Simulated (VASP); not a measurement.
# Ti12Si in VASP: a series of runs

Ti12Si is run at these levels: PBE; tasks: single point.

All numbers are computed with VASP 6.6.1; they aren't measurements. Logs are shortened: lines on timing, memory, paths and dates and some standing lists are left out, and cuts for length are marked.

## Step 1: The cell of the first run

The cell holds a slab with vacuum, 13 atoms: a = 5.815 Å, b = 5.815 Å, c = 19.994 Å, α = 90.00°, β = 90.00°, γ = 120.00°.

## Step 2: Single point, PBE

INCAR

```
SYSTEM = Ti12Si
  ALGO = Normal
  DIPOL = 0.5 0.5 0.330
  EDIFF = 1E-7
  ENCUT = 520
  GGA = PE
  IDIPOL = 3
  ISIF = 2
  ISMEAR = 0
  LASPH = .True.
  LCHARG = .False.
  LDIPOL = .True.
  LREAL = .False.
  LWAVE = .False.
  NBANDS = 86
  NELM = 60
  PREC = Accurate
  SIGMA = 0.1
```

KPOINTS

```
k-points
0
Gamma
  6 6 1
  0 0 0
```

POSCAR

```
Ti12Si
1.0
    5.8150893850      0.0000000000      0.0000000000
   -2.9075446925      5.0360151327      0.0000000000
    0.0000000000      0.0000000000     19.9935258504
Ti Si
12 1
Direct
    0.3333333333      0.1666666667      0.2000647625
    0.3333333333      0.6666666667      0.2000647625
    0.8333333333      0.1666666667      0.2000647625
    0.8333333333      0.6666666667      0.2000647625
    0.1666666667      0.3333333333      0.3124429301
    0.1666666667      0.8333333333      0.3124429301
    0.6666666667      0.3333333333      0.3124429301
    0.6666666667      0.8333333333      0.3124429301
    0.0000000000      0.0000000000      0.4248138079
    0.0000000000      0.5000000000      0.4248138079
    0.5000000000      0.0000000000      0.4248138079
    0.5000000000      0.5000000000      0.4248138079
    0.0000000000      0.0000000000      0.5408739148
```

Potentials or basis: VASP PAW PBE potentials, release 64 (Ti_sv, Si).

Command:

```sh
cat potpaw_PBE.64/Ti_sv/POTCAR potpaw_PBE.64/Si/POTCAR > POTCAR
mpirun -np 1 vasp_std > vasp.out
```

OUTCAR:

```text
SYSTEM = Ti12Si
   EDIFF = 1E-7
   ENCUT = 520
   GGA = PE
   ISIF = 2
   ISMEAR = 0
   LASPH = .True.
   LREAL = .False.
   NELM = 60
   PREC = Accurate

 ion  position               nearest neighbor table
   1  0.333  0.167  0.200-   5 2.80   7 2.80   6 2.80   3 2.91   3 2.91   2 2.91   2 2.91   4 2.91
                             4 2.91
   2  0.333  0.667  0.200-   6 2.80   8 2.80   5 2.80   4 2.91   4 2.91   3 2.91   1 2.91   1 2.91
                             3 2.91
   3  0.833  0.167  0.200-   7 2.80   5 2.80   8 2.80   1 2.91   1 2.91   2 2.91   4 2.91   4 2.91
                             2 2.91
   4  0.833  0.667  0.200-   8 2.80   6 2.80   7 2.80   2 2.91   2 2.91   1 2.91   3 2.91   3 2.91
                             1 2.91
   5  0.167  0.333  0.312-  12 2.80   9 2.80  10 2.80   1 2.80   3 2.80   2 2.80   7 2.91   7 2.91
                             6 2.91   6 2.91   8 2.91   8 2.91
   6  0.167  0.833  0.312-  11 2.80  10 2.80   9 2.80   2 2.80   4 2.80   1 2.80   8 2.91   8 2.91
                             7 2.91   5 2.91   5 2.91   7 2.91
   7  0.667  0.333  0.312-  10 2.80  11 2.80  12 2.80   3 2.80   1 2.80   4 2.80   5 2.91   5 2.91
                             6 2.91   8 2.91   8 2.91   6 2.91
   8  0.667  0.833  0.312-   9 2.80  12 2.80  11 2.80   4 2.80   2 2.80   3 2.80   6 2.91   6 2.91
                             5 2.91   7 2.91   7 2.91   5 2.91
   9  0.000  0.000  0.425-  13 2.32   8 2.80   5 2.80   6 2.80  11 2.91  11 2.91  10 2.91  10 2.91
                            12 2.91  12 2.91
  10  0.000  0.500  0.425-   7 2.80   6 2.80   5 2.80  12 2.91  12 2.91   9 2.91   9 2.91  11 2.91
                            11 2.91
  11  0.500  0.000  0.425-   6 2.80   7 2.80   8 2.80   9 2.91   9 2.91  12 2.91  12 2.91  10 2.91
                            10 2.91
  12  0.500  0.500  0.425-   5 2.80   8 2.80   7 2.80  10 2.91  10 2.91  11 2.91  11 2.91   9 2.91
                             9 2.91
  13  0.000  0.000  0.541-   9 2.32

  LATTYP: Found a hexagonal cell.
 ALAT       =     5.8150893850
 C/A-ratio  =     3.4382147078

  Lattice vectors:

 A1 = (   5.8150893850,   0.0000000000,   0.0000000000)
 A2 = (  -2.9075446925,   5.0360151327,   0.0000000000)
 A3 = (   0.0000000000,   0.0000000000,  19.9935258504)

Analysis of symmetry for initial positions (statically):
=====================================================================
 Subroutine PRICEL returns:
 Original cell was already a primitive cell.

 Routine SETGRP: Setting up the symmetry group for a
 hexagonal supercell.

 Subroutine GETGRP returns: Found  6 space group operations
 (whereof  6 operations were pure point group operations)
 out of a pool of 24 trial point group operations.

The static configuration has the point symmetry C_3v.

Analysis of symmetry for dynamics (positions and initial velocities):
=====================================================================
 Subroutine PRICEL returns:
 Original cell was already a primitive cell.

 Routine SETGRP: Setting up the symmetry group for a
 hexagonal supercell.

 Subroutine GETGRP returns: Found  6 space group operations
 (whereof  6 operations were pure point group operations)
 out of a pool of 24 trial point group operations.

The dynamic configuration has the point symmetry C_3v.

 Subroutine INISYM returns: Found  6 space group operations
 (whereof  6 operations are pure point group operations),
 and found     1 'primitive' translations

----------------------------------------------------------------------------------------

                                     Primitive cell

  volume of cell :     585.5080

  direct lattice vectors                    reciprocal lattice vectors
     5.815089385  0.000000000  0.000000000     0.171966402  0.099284849  0.000000000
    -2.907544693  5.036015133  0.000000000     0.000000000  0.198569697  0.000000000
     0.000000000  0.000000000 19.993525850     0.000000000  0.000000000  0.050016191

  length of vectors
     5.815089385  5.815089385 19.993525850     0.198569697  0.198569697  0.050016191

  position of ions in fractional coordinates (direct lattice)
     0.333333333  0.166666667  0.200064762
     0.333333333  0.666666667  0.200064762
     0.833333333  0.166666667  0.200064762
     0.833333333  0.666666667  0.200064762
     0.166666667  0.333333333  0.312442930
     0.166666667  0.833333333  0.312442930
     0.666666667  0.333333333  0.312442930
     0.666666667  0.833333333  0.312442930
[... 45 lines left out ...]

 Found      7 irreducible k-points:

 Following reciprocal coordinates:
            Coordinates               Weight
  0.000000  0.000000  0.000000      1.000000
  0.166667 -0.000000  0.000000      6.000000
  0.333333 -0.000000  0.000000      6.000000
  0.500000  0.000000  0.000000      3.000000
  0.166667  0.166667  0.000000      6.000000
  0.333333  0.166667  0.000000     12.000000
  0.333333  0.333333  0.000000      2.000000
   k-points           NKPTS =      7   k-points in BZ     NKDIM =      7   number of bands    NBANDS=     86
   number of dos      NEDOS =    301   number of ions     NIONS =     13
   total plane-waves  NPLWV = 345600
   dimension x,y,z NGX =    48 NGY =   48 NGZ =  150
   dimension x,y,z NGXF=    96 NGYF=   96 NGZF=  300
   ions per type =              12   1
   NGX,Y,Z   is equivalent  to a cutoff of  13.72, 13.72, 12.47 a.u.
   NGXF,Y,Z  is equivalent  to a cutoff of  27.45, 27.45, 24.94 a.u.
 SYSTEM =  Ti12Si
   PREC   = accura    normal or accurate (medium, high low for compatibility)
   ISTART =      0    job   : 0-new  1-cont  2-samecut
   ICHARG =      2    charge: 1-file 2-atom 10-const
   ISPIN  =      1    spin polarized calculation?
   LNONCOLLINEAR =      F non collinear calculations
   LSORBIT =      F    spin-orbit coupling
   LASPH  =      T    aspherical Exc in radial PAW
   ENCUT  =  520.0 eV  38.22 Ry    6.18 a.u.  10.81 10.81 37.17*2*pi/ulx,y,z
   NELM   =     60;   NELMIN=  2; NELMDL= -5     # of ELM steps
   EDIFF  = 0.1E-06   stopping-criterion for ELM
   LREAL  =      F    real-space projection
   EDIFFG = 0.1E-05   stopping-criterion for IOM
   NSW    =      0    number of steps for IOM
   IBRION =     -1    ionic relax: 0-MD 1-quasi-New 2-CG
   NFREE  =      0    steps in history (QN), initial steepest desc. (CG)
   ISIF   =      2    stress and relaxation
   ISYM   =      2    0-nonsym 1-usesym 2-fastsym
   POTIM  = 0.5000    time-step for ionic-motion
   TEBEG  =    0.0;   TEEND  =   0.0 temperature during run
   PSTRESS=    0.0 pullay stress
   NELECT =     148.0000    total number of electrons
   NUPDOWN=      -1.0000    fix difference up-down
   EMIN   =  10.00;   EMAX   =-10.00  energy-range for DOS
   EFERMI =   0.00;   METHOD = LEGACY
   ISMEAR =     0;   SIGMA  =   0.10  broadening in eV -4-tet -1-fermi 0-gaus
   EFERMI_NEDOS =   21; number of points for ismear=-14 and -15
   IALGO  =     38    algorithm
   IMIX   =      4    mixing-type and parameters
     AMIX     =   0.40;   BMIX     =  1.00
     AMIX_MAG =   1.60;   BMIX_MAG =  1.00
  volume/ion in A,a.u.               =      45.04       303.94
  Fermi-wavevector in a.u.,A,eV,Ry     =   1.035105  1.956065 14.577862  1.071443
  Thomas-Fermi vector in A             =   2.169432
   LORBIT       =      0    0 simple, 1 ext, 2 COOP (PROOUT), +10 PAW based schemes
   GGA     = PE    functional components
   LHFCALC =     F    Hartree Fock is set to
   AEXX    =    0.0000 exact exchange contribution
   IVDW    =     0    specifies the selected vdW correction
   LEPSILON=     F    determine dielectric tensor
   LRPA    =     F    only Hartree local field effects (RPA)
 non-spin polarized calculation
 Gauss-broadening in eV      SIGMA  =   0.10
  energy-cutoff  :      520.00
  volume of cell :      585.51
 maximum number of plane-waves:     15843
 NGX is ok and might be reduce to    48
   NGX = 21   NGY = 21   NGZ = 75

 dipolmoment           0.000000      0.000000     -1.108630 electrons x Angstroem

 number of electron     147.9999974 magnetization

 dipolmoment           0.000000      0.000000      0.055602 electrons x Angstroem

 Free energy of the ion-electron system (eV)
  ---------------------------------------------------
  ext. energy  EPLUGINS =         0.00000000
  ---------------------------------------------------
  free energy    TOTEN  =       -91.46653144 eV

  energy without entropy =      -91.33979486  energy(sigma->0) =      -91.40316315

 E-fermi :   0.3842     XC(G=0):  -5.4479

 val. band max:        0.3747157446   @ k =   0.1667   0.1667   0.0000
 cond. band min:       0.3864644837   @ k =   0.5000   0.0000   0.0000
 fundamental gap:      0.0117487391
 Fermi energy:         0.3841676016

 k-point     1 :       0.0000    0.0000    0.0000
  band No.  band energies     occupation
      1     -56.5134      2.00000
      2     -56.4464      2.00000
      3     -56.4464      2.00000
      4     -56.4459      2.00000
      5     -56.3601      2.00000
      6     -56.3601      2.00000
[... 612 lines left out ...]
     85       1.2271      0.00000
     86       1.4018      0.00000

------------------------ aborting loop because EDIFF is reached ----------------------------------------

 vacuum level on the upper side and lower side of the slab       (xc-potential included)         0.001        -0.307

  FORCE on cell =-STRESS in cart. coord.  units (eV):
  Direction    XX          YY          ZZ          XY          YZ          ZX
  --------------------------------------------------------------------------------------
  -------------------------------------------------------------------------------------
  Total       -2.9578940     -2.9578940      0.6320095     -0.0000000      0.0000000      0.0000000
  in kB       -8.0939473     -8.0939473      1.7294236     -0.0000000      0.0000000      0.0000000
  external PRESSURE =      -4.8194904 kB  Pullay stress =       0.0000000 kB

 VOLUME and BASIS-vectors are now :
 -----------------------------------------------------------------------------
  energy-cutoff  :      520.00
  volume of cell :      585.51
      direct lattice vectors                 reciprocal lattice vectors
     5.815089385  0.000000000  0.000000000     0.171966402  0.099284849  0.000000000
    -2.907544693  5.036015133  0.000000000     0.000000000  0.198569697  0.000000000
     0.000000000  0.000000000 19.993525850     0.000000000  0.000000000  0.050016191

 POSITION                                       TOTAL-FORCE (eV/Angst)
 -----------------------------------------------------------------------------------
      1.45377      0.83934      4.00000         0.007890      0.004555      0.061899
     -0.00000      3.35734      4.00000        -0.000000     -0.000000     -0.001657
      4.36132      0.83934      4.00000        -0.007890      0.004555      0.061899
      2.90754      3.35734      4.00000        -0.000000     -0.009110      0.061899
      0.00000      1.67867      6.24684        -0.000000      0.253112     -0.211079
     -1.45377      4.19668      6.24684         0.219202     -0.126556     -0.211079
      2.90754      1.67867      6.24684        -0.000000     -0.000000     -0.047650
      1.45377      4.19668      6.24684        -0.219202     -0.126556     -0.211079
      0.00000      0.00000      8.49353        -0.000000     -0.000000     -1.857093
     -1.45377      2.51801      8.49353         0.087958      0.050783      0.782498
      2.90754      0.00000      8.49353        -0.000000     -0.101566      0.782498
      1.45377      2.51801      8.49353        -0.087958      0.050783      0.782498
      0.00000      0.00000     10.81398        -0.000000     -0.000000      0.006448
 -----------------------------------------------------------------------------------
    total drift:                                0.000000     -0.000000     -0.000832

  FREE ENERGIE OF THE ION-ELECTRON SYSTEM (eV)
  ---------------------------------------------------
  free  energy   TOTEN  =       -91.4665314374 eV

  energy  without entropy=      -91.3397948630  energy(sigma->0) =      -91.40316315

 vacuum level on the upper side and lower side of the slab         5.139         4.826
```

Run time: 24 min. Hardware: 1 thread of Intel Xeon 6975P-C (Granite Rapids), shared host; peak memory 0.83 GiB.

Results:

```yaml
Free_energy: -91.4665 eV
Largest_force: 1.857 eV/Å
Band_gap_on_the_k_mesh: zero (bands 74 and 75 overlap by 0.62 eV)
```

Forces in eV/Å, atoms in the order of the input:
```
Ti   0.008  0.005  0.062
Ti   0.000  0.000 -0.002
Ti  -0.008  0.005  0.062
Ti   0.000 -0.009  0.062
Ti   0.000  0.253 -0.211
Ti   0.219 -0.127 -0.211
Ti   0.000  0.000 -0.048
Ti  -0.219 -0.127 -0.211
Ti   0.000  0.000 -1.857
Ti   0.088  0.051  0.782
Ti   0.000 -0.102  0.782
Ti  -0.088  0.051  0.782
Si   0.000  0.000  0.006
```

Levels at points of the mesh, in eV from the Fermi level:
```
           k point  band 70  band 71  band 72  band 73  band 74  band 75  band 76  band 77  band 78  band 79
(0.00, 0.00, 0.00)    -0.15    -0.05     0.38     0.41     0.48     0.48     0.72     0.72     0.81     0.81
(0.50, 0.00, 0.00)    -0.45    -0.39    -0.35    -0.34    -0.18    -0.14    -0.04     0.00     0.02     0.15
```

## Step 3: Single point, PBE

INCAR

```
PREC     = Accurate       # precision mode
ENCUT    = 520            # plane-wave cutoff, eV
EDIFF    = 1E-6           # SCF threshold, eV
ISMEAR   = 0              # smearing method
SIGMA    = 0.1            # smearing width, eV
LREAL    = False          # projectors in reciprocal space
LASPH    = True           # aspherical terms in the spheres
NELM     = 60             # most SCF steps
ALGO     = Normal         # electronic algorithm
ISIF     = 2              # what is computed and relaxed
LWAVE    = False          # write WAVECAR
LCHARG   = False          # write CHGCAR
LDIPOL   = True         
IDIPOL   = 3            
DIPOL    = 0.5 0.5 0.328
GGA      = PE             # functional
NBANDS   = 86             # bands
```

KPOINTS

```
regular mesh
0
Gamma
  6 6 1
```

Changes to POSCAR since step 2:

```diff
@@ -20,2 +20,2 @@
     0.5000000000      0.5000000000      0.4248138079
-    0.0000000000      0.0000000000      0.5408739148
+    0.1666666667      0.3333333333      0.5185563356
```

Potentials or basis: VASP PAW PBE potentials, release 64 (Ti_sv, Si).

Command:

```sh
cat potpaw_PBE.64/Ti_sv/POTCAR potpaw_PBE.64/Si/POTCAR > POTCAR
mpirun -np 1 vasp_std > vasp.out
```

It took 13 min on 1 thread of Intel Xeon 6975P-C (Granite Rapids), shared host; peak memory 0.83 GiB.

Results (log left out):

```yaml
Free_energy: -92.3923 eV
Largest_force: 0.838 eV/Å
Band_gap_on_the_k_mesh: zero (bands 74 and 75 overlap by 0.68 eV)
```

Forces on the atoms (eV/Å):
```
Ti   0.016 -0.009  0.059
Ti   0.000  0.018  0.059
Ti  -0.016 -0.009  0.059
Ti   0.000  0.000  0.072
Ti   0.000  0.000 -0.595
Ti   0.078  0.045 -0.221
Ti   0.000 -0.090 -0.221
Ti  -0.078  0.045 -0.221
Ti   0.000  0.281  0.053
Ti   0.244 -0.141  0.053
Ti   0.000  0.000  0.838
Ti  -0.244 -0.141  0.053
Si   0.000  0.000  0.011
```

Levels at points of the mesh, in eV from the Fermi level:
| k point | band 69 | band 70 | band 71 | band 72 | band 73 | band 74 | band 75 | band 76 | band 77 | band 78 |
| --- | --- | --- | --- | --- | --- | --- | --- | --- | --- | --- |
| (0.00, 0.00, 0.00) | -0.32 | -0.20 | -0.06 | 0.43 | 0.43 | 0.47 | 0.56 | 0.72 | 0.72 | 0.80 |
| (0.50, 0.00, 0.00) | -0.48 | -0.42 | -0.41 | -0.37 | -0.30 | -0.27 | -0.06 | -0.03 | -0.03 | 0.04 |
